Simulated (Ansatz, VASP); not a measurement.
Two plane-wave programs on Cu

Contents of INCAR:

```
ALGO = Fast
EDIFF = 1E-6
ENCUT = 520
GGA = PE
ISIF = 2
ISMEAR = 0
LASPH = True
LCHARG = True
LELF = True
LREAL = False
LVHAR = True
LWAVE = False
NBANDS = 18
NELM = 100
PREC = Accurate
SIGMA = 0.15
```

KPOINTS

```
k-points
0
Gamma
  18 18 18
```

POSCAR

```
Cu
1.0
    1.1705160233     -4.0308860292      0.0000000000
    1.1705160233      4.0308860292      0.0000000000
    0.0000000000      0.0000000000      2.5142119659
Cu
2
Direct
    0.1340351705      0.8659648295      0.2500000000
    0.8659648295      0.1340351705      0.7500000000
```

Input for Ansatz:

```yaml
crystal:
  lattice:
    - [1.1705160233, -4.0308860292, 0.0]
    - [1.1705160233, 4.0308860292, 0.0]
    - [0.0, 0.0, 2.5142119659]
  atoms:
    - { symbol: Cu, position: [0.1340351705, 0.8659648295, 0.25] }
    - { symbol: Cu, position: [0.8659648295, 0.1340351705, 0.75] }
basis:
  ecutwfc: 520.0
kpoints:
  mp_grid: { grid: [18, 18, 18] }
hamiltonian:
  xc: pbe
  pseudopotentials: { kind: paw, azcp: { folder: soft_1 } }
scf:
  occupations: { method: gaussian, width: 0.15 }
output:
  forces: true
  stress: true
  eigenvalues: true
```

Change from the starting cell: normal strain along x -0.0550, normal strain along y +0.0000.

Alike in both runs: task single point; functional PBE; k mesh 18 × 18 × 18; occupations gaussian, width 0.15 eV; no spin polarisation.

|  | VASP | Ansatz |
| --- | --- | --- |
| version | VASP 6.6.1 | Ansatz 0.2.0 |
| potentials or method | VASP PAW PBE potentials, release 64 (Cu), cutoff 520 eV | scalar-relativistic, plane waves, PAW |
| valence electrons in the cell | 22 | 38 |

```csv
,VASP,Ansatz,Ansatz less VASP
gap on the k mesh at the Fermi level (eV),none,none,-
pressure (GPa),9.4,8.7,-0.65
"traceless stress, the component that is largest in VASP (GPa)",11.01,11.12,+0.114
rms of the force components (eV/Å),0.122,0.118,-0.0041
```

Atom by atom the forces differ by 0.004 eV/Å (rms over components). A gap of «none» marks a metal or a gap that the smearing closes. With one functional, cell and mesh, what is left measures potentials, basis and numerics. VASP's potentials hold 22 valence electrons a cell and Ansatz's 38, so a difference there can come from the potentials and not from the codes.
